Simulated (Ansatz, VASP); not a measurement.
ZnH5: VASP beside Ansatz

File INCAR:

```
PREC = Accurate
ENCUT = 600
EDIFF = 1E-6
ISMEAR = 0
SIGMA = 0.1
LREAL = False
LASPH = True
NELM = 80
ALGO = Normal
ISIF = 3
LWAVE = False
LCHARG = False
GGA = PE
IBRION = 2
NSW = 90
EDIFFG = -0.04
```

File KPOINTS:

```
Automatic mesh
0
Gamma
  6 6 6
```

File POSCAR:

```
ZnH5
1.0
    4.3397607800      0.0000000000      0.0000000000
   -2.1698803900      3.7583430800      0.0000000000
    0.0000000000      0.0000000000      3.3952473800
Zn H
1 5
Direct
    0.0000000000      0.0000000000      0.0000000000
    0.5000000000      0.0000000000      0.5000000000
    0.5000000000      0.5000000000      0.5000000000
    0.0000000000      0.5000000000      0.5000000000
    0.3333333300      0.6666666700      0.0000000000
    0.6666666700      0.3333333300      0.0000000000
```

Input for Ansatz:

```yaml
crystal:
  lattice:
    - [4.33976078, 0.0, 0.0]
    - [-2.16988039, 3.75834308, 0.0]
    - [0.0, 0.0, 3.39524738]
  atoms:
    - { symbol: Zn, position: [0.0, 0.0, 0.0] }
    - { symbol: H, position: [0.5, 0.0, 0.5] }
    - { symbol: H, position: [0.5, 0.5, 0.5] }
    - { symbol: H, position: [0.0, 0.5, 0.5] }
    - { symbol: H, position: [0.33333333, 0.66666667, 0.0] }
    - { symbol: H, position: [0.66666667, 0.33333333, 0.0] }
basis:
  ecutwfc: 420
kpoints:
  mp_grid: { grid: [6, 6, 6] }
hamiltonian:
  xc: pbe
scf:
  occupations: { method: gaussian, width: 0.1 }
  lower_state_search: "off"
output:
  forces: true
  stress: true
  eigenvalues: true
relax:
  adjacent_minimum: "off"
  f_tol: 0.04
  max_steps: 70
  cell: { stress_tol: 0.4 }
```

Change from the starting cell: species swapped into the LaIr5 type (P6/mmm, No. 191).

Alike in both runs: task relaxation of cell and atoms; functional PBE; k mesh 6 × 6 × 6; occupations gaussian, width 0.1 eV; no spin polarisation.

```csv
,VASP,Ansatz
version,VASP 6.6.1,Ansatz 0.2.0
potentials or method,"VASP PAW PBE potentials, release 64 (Zn, H), cutoff 600 eV","scalar-relativistic, plane waves, PAW"
valence electrons in the cell,17,17
```

Ansatz gave:

```
gap on the k mesh at the Fermi level, each at its own relaxed structure (eV) : none
relaxed volume (Å³/atom)                                                     : 5.10
relaxed length of the cell vector where the two differ most in proportion (Å)              : 3.711
```

Question: Which values does VASP return?

Answer: gap on the k mesh at the Fermi level, each at its own relaxed structure (eV): none; relaxed volume (Å³/atom): 5.06; relaxed length of the cell vector where the two differ most in proportion (Å): 3.698.

A gap of «none» marks a metal or a gap that the smearing closes.

Noted on VASP's run: the volume moved by over 15 % at a fixed basis, so the end points are rough.
